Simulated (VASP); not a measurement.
Input of a VASP 6.6.1 run:

Contents of INCAR:

```
PREC = Accurate ; ENCUT = 520
EDIFF = 1E-7 ; ISMEAR = -1
SIGMA = 0.15 ; LREAL = False
LASPH = True ; NELM = 100
ALGO = Normal ; ISIF = 2
LWAVE = False ; LCHARG = True
GGA = PS ; LELF = True
LVHAR = True ; NBANDS = 13
```

KPOINTS

```
Automatic mesh
0
Gamma
  12 12 11
```

File POSCAR:

```
Ge
1.0
    1.3388664507     -2.4920366333      0.0000000000
    1.3388664507      2.4920366333      0.0000000000
    0.0000000000      0.0000000000      2.5856705602
Ge
1
Direct
    0.5000000000      0.5000000000      0.0000000000
```

Potentials or basis: VASP PAW PBE potentials, release 64 (Ge_d).

The run is started by

```bash
$ cat potpaw_PBE.64/Ge_d/POTCAR > POTCAR
$ mpirun -np 1 vasp_std > vasp.out
```

Q: Estimate the pressure.

A: 5.9 GPa.

Q: What does it give for the band gap on the k mesh?

A: Zero (band 7 reaches 14.86 eV, above the bottom of band 8 at 3.76 eV).

Stress tensor (GPa, compression positive):
```
8.06 0.00 0.00
0.00 2.46 0.00
0.00 0.00 7.28
```

Caveat: the PAW data sets were made with another functional, which shifts forces and pressure a little.
